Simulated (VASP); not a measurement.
A run of VASP 6.6.1 is set up as follows.

Contents of POSCAR:

```
Cd
1.0
   -1.8836501953      1.8836501953      1.6011026660
    1.8836501953     -1.8836501953      1.6011026660
    1.8836501953      1.8836501953     -1.6011026660
Cd
1
Direct
    0.0000000000      0.0000000000      0.0000000000
```

File INCAR.step1:

```
PREC     = Accurate       # precision mode
ENCUT    = 520            # plane-wave cutoff, eV
ISMEAR   = 0              # smearing method
SIGMA    = 0.15           # smearing width, eV
LREAL    = False          # projectors in reciprocal space
LASPH    = True           # aspherical terms in the spheres
NELM     = 100            # most SCF steps
NBANDS   = 12             # bands
GGA      = PE             # functional
ALGO     = Normal         # electronic algorithm
EDIFF    = 1E-4           # SCF threshold, eV
LWAVE    = True           # write WAVECAR
LCHARG   = False          # write CHGCAR
```

File INCAR.step2:

```
PREC     = Accurate       # precision mode
ENCUT    = 520            # plane-wave cutoff, eV
EDIFF    = 1E-6           # SCF threshold, eV
ISMEAR   = 0              # smearing method
SIGMA    = 0.15           # smearing width, eV
LREAL    = False          # projectors in reciprocal space
LASPH    = True           # aspherical terms in the spheres
NELM     = 100            # most SCF steps
ALGO     = Normal         # electronic algorithm
ISIF     = 2              # what is computed and relaxed
LWAVE    = False          # write WAVECAR
LCHARG   = True           # write CHGCAR
METAGGA  = R2SCAN         # meta-GGA
LMIXTAU  = True         
LELF     = True           # ELF
LVHAR    = True         
NBANDS   = 12             # bands
ISTART   = 1
```

The input KPOINTS:

```
regular mesh
0
Gamma
  20 20 20
```

Potentials or basis: VASP PAW PBE potentials, release 64 (Cd).

Command:

```sh
$ cat potpaw_PBE.64/Cd/POTCAR > POTCAR
$ cp INCAR.step1 INCAR
$ mpirun -np 1 vasp_std > vasp.out
$ cp INCAR.step2 INCAR
$ mpirun -np 1 vasp_std > vasp.out
```

Task: What does it give for the band gap on the k mesh?

Result: Zero (bands 6 and 7 overlap by 4.49 eV).

Task: Predict the pressure.

Result: -1.6 GPa.

Stress tensor (GPa, compression positive):
```
-0.12  0.00  0.00
 0.00 -0.12  0.00
 0.00  0.00 -4.46
```

Caveat: the PAW data sets were made with another functional, which shifts forces and pressure a little.
